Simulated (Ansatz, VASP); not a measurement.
## Two plane-wave programs on Ru

```
Ru
1.0
     2.67522    0.00000    0.00000
     0.00000    4.22445    0.00000
     0.00000    0.00000   16.77230
Ru
2
Cartesian
  2.0064 3.1683 8.0389
  0.6688 1.0561 8.7334
```

Alike in both runs: functional LDA; k mesh 14 × 9 × 1; occupations fermi-dirac, width 0.1 eV; no spin polarisation.

Ansatz relaxed the structure, and its values are those at the end. VASP's run is a single point on that final structure, the one shown.

|  | VASP | Ansatz |
| --- | --- | --- |
| version | VASP 6.6.1 | Ansatz 0.2.0 |
| potentials or method | VASP PAW LDA potentials, release 64 (Ru_pv) | PAW with Ansatz's default frozen-core files, scalar-relativistic |
| plane-wave cutoff (eV) | 520 | 420 |
| valence electrons in the cell | 28 | 32 |

|  | VASP | Ansatz | Ansatz less VASP |
| --- | --- | --- | --- |
| rms of the force components (eV/Å) | 0.011 | 0.001 | -0.0097 |

LDA's correlation is that of Perdew and Zunger in VASP and of Perdew and Wang (1992) in Ansatz. VASP's potentials hold 28 valence electrons a cell and Ansatz's 32, so a difference there can come from the potentials and not from the codes. Ansatz's warnings: stress scf threshold loose.
